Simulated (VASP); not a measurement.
# AgI (P6_3mc) in VASP: a series of runs, part 2 of 2

VASP 6.6.1. Earlier steps stand in the parts before.

**3. Relaxation of cell and atoms, LDA**

This run uses another cell than the first one, of 34.30 Å³/atom.

Contents of INCAR:

```
  ALGO = Normal
  EDIFF = 1E-7
  EDIFFG = -0.02
  ENCUT = 500
  GGA_COMPAT = False
  IBRION = 2
  ISIF = 3
  ISMEAR = 0
  LASPH = True
  LCHARG = False
  LREAL = False
  LWAVE = False
  NELM = 120
  NELMIN = 4
  NSW = 80
  PREC = Accurate
  SIGMA = 0.05
```

Contents of KPOINTS:

```
k-points
0
Gamma
  5 5 3
```

Contents of POSCAR:

```
AgI
1.0
    4.5900000000      0.0000000000      0.0000000000
   -2.2950000000      3.9750570000      0.0000000000
    0.0000000000      0.0000000000      7.5200000000
Ag I
2 2
Direct
    0.6666666667      0.3333333333      0.6300000000
    0.3333333333      0.6666666667      0.1300000000
    0.6666666667      0.3333333333      0.0000000000
    0.3333333333      0.6666666667      0.5000000000
```

Potentials or basis: VASP PAW LDA potentials, release 64 (Ag, I).

Started as:

```bash
$ cat potpaw_LDA.64/Ag/POTCAR potpaw_LDA.64/I/POTCAR > POTCAR
$ mpirun -np 1 vasp_std > vasp.out
```

OUTCAR:

```text
EDIFF = 1E-7
   EDIFFG = -0.02
   ENCUT = 500
   IBRION = 2
   ISIF = 3
   ISMEAR = 0
   LASPH = True
   LREAL = False
   NELM = 120
   NELMIN = 4
   NSW = 80
   PREC = Accurate

 ion  position               nearest neighbor table
   1  0.667  0.333  0.630-   3 2.78   4 2.82   4 2.82   4 2.82
   2  0.333  0.667  0.130-   4 2.78   3 2.82   3 2.82   3 2.82
   3  0.667  0.333  0.000-   1 2.78   2 2.82   2 2.82   2 2.82
   4  0.333  0.667  0.500-   2 2.78   1 2.82   1 2.82   1 2.82

  LATTYP: Found a hexagonal cell.
 ALAT       =     4.5900000000
 C/A-ratio  =     1.6383442266

  Lattice vectors:

 A1 = (   4.5900000000,   0.0000000000,   0.0000000000)
 A2 = (  -2.2950000000,   3.9750570000,   0.0000000000)
 A3 = (   0.0000000000,   0.0000000000,   7.5200000000)

Analysis of symmetry for initial positions (statically):
=====================================================================
 Subroutine PRICEL returns:
 Original cell was already a primitive cell.

 Routine SETGRP: Setting up the symmetry group for a
 hexagonal supercell.

 Subroutine GETGRP returns: Found 12 space group operations
 (whereof  6 operations were pure point group operations)
 out of a pool of 24 trial point group operations.

[... 144 lines left out ...]

--------------------------------------- Ionic step        1  -------------------------------------------

 number of electron      36.0000011 magnetization

 Free energy of the ion-electron system (eV)
  ---------------------------------------------------
  ext. energy  EPLUGINS =         0.00000000
  ---------------------------------------------------
  free energy    TOTEN  =       -12.16451350 eV

  energy without entropy =      -12.16451350  energy(sigma->0) =      -12.16451350

------------------------ aborting loop because EDIFF is reached ----------------------------------------

  FORCE on cell =-STRESS in cart. coord.  units (eV):
  Direction    XX          YY          ZZ          XY          YZ          ZX
  --------------------------------------------------------------------------------------
  -------------------------------------------------------------------------------------
  Total       -2.1250908     -2.1250913     -1.8209844      0.0000000      0.0000000      0.0000000
  in kB      -24.8149950    -24.8150000    -21.2638999      0.0000000      0.0000000      0.0000000
  external PRESSURE =     -23.6312983 kB  Pullay stress =       0.0000000 kB
[... 139 lines left out ...]
--------------------------------------- Ionic step        5  -------------------------------------------

 number of electron      35.9999993 magnetization

 Free energy of the ion-electron system (eV)
  ---------------------------------------------------
  ext. energy  EPLUGINS =         0.00000000
  ---------------------------------------------------
  free energy    TOTEN  =       -12.23987865 eV

  energy without entropy =      -12.23987865  energy(sigma->0) =      -12.23987865

 E-fermi :   3.9917     XC(G=0):  -9.1633

 val. band max:        3.7357500844   @ k =   0.0000   0.0000   0.0000
 cond. band min:       4.8571720178   @ k =   0.0000   0.0000   0.0000
 fundamental gap:      1.1214219335
 Fermi energy:         3.9916573535

 k-point     1 :       0.0000    0.0000    0.0000
  band No.  band energies     occupation
      1      -9.5352      2.00000
      2      -9.1805      2.00000
      3      -0.9815      2.00000
      4      -0.9693      2.00000
      5      -0.9335      2.00000
      6      -0.9335      2.00000
[... 270 lines left out ...]
  FREE ENERGIE OF THE ION-ELECTRON SYSTEM (eV)
  ---------------------------------------------------
  free  energy   TOTEN  =       -12.2398786460 eV

  energy  without entropy=      -12.2398786460  energy(sigma->0) =      -12.23987865

 reached required accuracy - stopping structural energy minimisation
```

OSZICAR:

```text
N       E                     dE             d eps       ncg     rms          rms(c)
DAV:   1     0.203021196854E+03    0.20302E+03   -0.15540E+04   440   0.137E+03
DAV:   2    -0.153826333986E+01   -0.20456E+03   -0.19870E+03   508   0.259E+02
DAV:   3    -0.121687731881E+02   -0.10631E+02   -0.10586E+02   530   0.594E+01
[... 50 lines left out ...]
DAV:   2    -0.122402473166E+02    0.68145E-03   -0.38008E-03   500   0.443E-01    0.942E-02
DAV:   3    -0.122399522056E+02    0.29511E-03   -0.35628E-04   512   0.132E-01    0.498E-02
DAV:   4    -0.122398789847E+02    0.73221E-04   -0.14670E-04   506   0.880E-02    0.166E-02
DAV:   5    -0.122398786738E+02    0.31089E-06   -0.14211E-05   470   0.254E-02    0.930E-03
DAV:   6    -0.122398786460E+02    0.27745E-07   -0.63215E-07   536   0.494E-03
   5 F= -.12239879E+02 E0= -.12239879E+02  d E =-.524888E-03
```

Wall time 1.9 min (1 thread of Intel Xeon 8259CL, shared host); peak memory 0.22 GiB.

Results:

| Quantity | Value |
| --- | --- |
| Free energy | -12.2399 eV |
| Relaxed volume | 31.93 Å³/atom |
| Relaxed cell | a = 4.472 Å, b = 4.472 Å, c = 7.374 Å, α = 90.00°, β = 90.00°, γ = 120.00° |
| Space group after relaxing (to 0.1 Å) | P6_3mc (No. 186) |
| Energy gained by relaxing | 18.8 meV/atom |
| Ionic steps | 5 |
| Pressure after relaxing | 0.1 GPa |
| Largest force after relaxing | 0.017 eV/Å |
| Band gap on the k mesh | 1.12 eV |

Forces in eV/Å, atoms in the order of the input:
```
Ag   0.000  0.000 -0.017
Ag   0.000  0.000 -0.017
I    0.000  0.000  0.017
I    0.000  0.000  0.017
```

The path:
```
step  energy change (eV)  largest force (eV/Å)  pressure (GPa)  volume (Å³)
   1              0.0000                0.0743           -2.36       137.21
   2             -0.0746                0.0503            0.18       127.40
   3             -0.0749                0.0523            0.01       127.89
   4             -0.0748                0.0516            0.08       127.71
   5             -0.0754                0.0174            0.07       127.72
```

Final structure:
```xyz
4
Lattice="4.4722 0.0000 0.0000 -2.2361 3.8731 0.0000 0.0000 0.0000 7.3738" Properties=species:S:1:pos:R:3 pbc="T T T"
Ag    2.2361    1.2910    4.6395
Ag    0.0000    2.5820    0.9526
I     2.2361    1.2910    0.0060
I     0.0000    2.5820    3.6929
```

Caveat: spin-orbit coupling is left out, which moves the levels of the heavy elements.
